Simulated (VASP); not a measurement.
Runs of VASP 6.6.1 on Al. The structure is that of space group P6_3/mmc (No. 194), or close to it. The cells are those of the table. This isn't the form of Al at room conditions, which is fcc.

| task | level | cell | k mesh | cutoff (eV) | screening parameter | gap on the mesh (eV) | pressure (GPa) | relaxed volume (Å³/atom) |
| --- | --- | --- | --- | --- | --- | --- | --- | --- |
| single point | HSE06 | a = 2.831, b = 2.831, c = 4.899 Å, angles 90.0, 90.0, 120.0°, 2 atoms | 6 × 6 × 4 | 520 | 0.2079 1/Å | none | -1.4 | - |
| single point | PBE0 | a = 2.812, b = 2.812, c = 4.867 Å, angles 90.0, 90.0, 120.0°, 2 atoms | 6 × 6 × 4 | 520 | - | none | (b) | - |
| relaxation of cell and atoms | PBE-based screened hybrid with 25 % exact exchange | relaxed from a = 2.812, b = 2.812, c = 4.867 Å, angles 90.0, 90.0, 120.0°, 2 atoms | 6 × 6 × 3 | 600 | 0.3 1/Å | none | 0.0 | 16.70 |
| single point | PBE0 | a = 2.831, b = 2.831, c = 4.899 Å, angles 90.0, 90.0, 120.0°, 2 atoms | 6 × 6 × 4 | 520 | - | none | -1.6 | - |
| single point | PBE0 | a = 2.868, b = 2.868, c = 4.962 Å, angles 90.0, 90.0, 120.0°, 2 atoms | 6 × 6 × 4 | 520 | - | none | (a) | - |
| single point | HSE06 | a = 2.868, b = 2.868, c = 4.962 Å, angles 90.0, 90.0, 120.0°, 2 atoms | 6 × 6 × 4 | 520 | 0.2079 1/Å | none | -3.9 | - |
| relaxation of cell and atoms | PBEsol-based screened hybrid with 25 % exact exchange | relaxed from a = 2.812, b = 2.812, c = 4.867 Å, angles 90.0, 90.0, 120.0°, 2 atoms | 6 × 6 × 3 | 600 | 0.207 1/Å | none | 0.0 | 16.46 |
| single point | PBE0 | a = 2.849, b = 2.849, c = 4.931 Å, angles 90.0, 90.0, 120.0°, 2 atoms | 6 × 6 × 4 | 520 | - | none | -3.0 | - |

Alike in all rows: potentials or basis VASP PAW PBE potentials, release 64 (Al); no spin polarisation; smearing fermi-dirac 0.05 eV.

Question: Estimate the missing entries.

Answer: (a) -4.2; (b) -0.1.

Caveats: all runs use coarse meshes; the PAW data sets were made with another functional, which shifts forces and pressure a little.

A gap of «none» marks levels without a gap at the run's occupations.
